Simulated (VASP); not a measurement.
A run of VASP 6.6.1:

File INCAR:

```
SYSTEM = WS3
PREC = Accurate
ENCUT = 600
EDIFF = 1E-6
ISMEAR = 0
SIGMA = 0.02
LREAL = .FALSE.
LASPH = .TRUE.
NELM = 60
ALGO = Normal
ISIF = 4
LWAVE = .FALSE.
LCHARG = .FALSE.
GGA = PE
IBRION = 2
NSW = 50
EDIFFG = -0.01
```

The input KPOINTS:

```
Automatic mesh
0
G
  3 3 10
  0 0 0
```

POSCAR

```
WS3
1.0
    9.6200302205      0.0000000000      0.0000000000
   -4.8100151102      8.3311905561      0.0000000000
    0.0000000000      0.0000000000      2.9147925942
W S
2 6
Direct
    0.3333333333      0.6666666667      0.2118344371
    0.6666666667      0.3333333333      0.7118344371
    0.5482906717      0.8241453063      0.7619048602
    0.2758546347      0.4517093283      0.7619048602
    0.1758546937      0.7241453653      0.7619048602
    0.4517093283      0.1758546937      0.2619048602
    0.7241453653      0.5482906717      0.2619048602
    0.8241453063      0.2758546347      0.2619048602
```

Potentials or basis: VASP PAW PBE potentials, release 64 (W_sv, S).

Command:

```console
$ cat potpaw_PBE.64/W_sv/POTCAR potpaw_PBE.64/S/POTCAR > POTCAR
$ mpirun -np 1 vasp_std > vasp.out
```

Hardware: 1 thread of Intel(R) Xeon(R) 6975P-C (Granite Rapids), on a shared host.

**Question.** Estimate the wall time of this run.

**Answer.** Wall time 7 min on 1 thread of Intel(R) Xeon(R) 6975P-C (Granite Rapids) (shared host), peak memory 0.52 GiB. Counts: scf iterations 55, k points 18, ion steps 7.
